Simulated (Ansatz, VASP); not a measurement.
## One calculation of CdS, two programs

```
Cd S
1.0
     4.15000    0.00000    0.00000
    -2.07500    3.59401    0.00000
     0.00000    0.00000    6.73700
Cd S
2 2
Direct
  0.66667 0.33333 0.50000
  0.33333 0.66667 0.00000
  0.66667 0.33333 0.87500
  0.33333 0.66667 0.37500
```

Alike in both runs: functional revPBE; k mesh 4 × 4 × 3; occupations fermi-dirac, width 0.05 eV; no spin polarisation.

```csv
,VASP,Ansatz
version,VASP 6.6.1,Ansatz 0.2.0
potentials or method,"VASP PAW PBE potentials, release 64 (Cd, S)",Ansatz PAW
plane-wave cutoff (eV),520,420
valence electrons in the cell,36,52
task,single point,projected density of states
```

Ansatz gave:

```
gap on the k mesh at the Fermi level (eV)                     : 1.33
least direct gap on the mesh (eV)                             : 1.33
pressure (GPa)                                                : 3.8
traceless stress, the component that is largest in VASP (GPa) : 0.30
rms of the force components (eV/Å)                            : 0.034
```

Which values does VASP return?

gap on the k mesh at the Fermi level (eV): 1.33; least direct gap on the mesh (eV): 1.33; pressure (GPa): 4.1; traceless stress, the component that is largest in VASP (GPa): 0.31; rms of the force components (eV/Å): 0.034.

VASP's potentials were made for PBE, not for revPBE. Atom by atom the forces differ by 0.001 eV/Å (rms over components). The functional is the same, so the differences come from potentials, cutoffs and numerics. VASP's potentials hold 36 valence electrons a cell and Ansatz's 52, so a difference there can come from the potentials and not from the codes.

The k mesh is coarse, so the values compare programs but aren't converged. Noted on Ansatz's run: odd divisions of the mesh miss points on the zone boundary, where band edges often lie, so the gap on the mesh can be too wide.
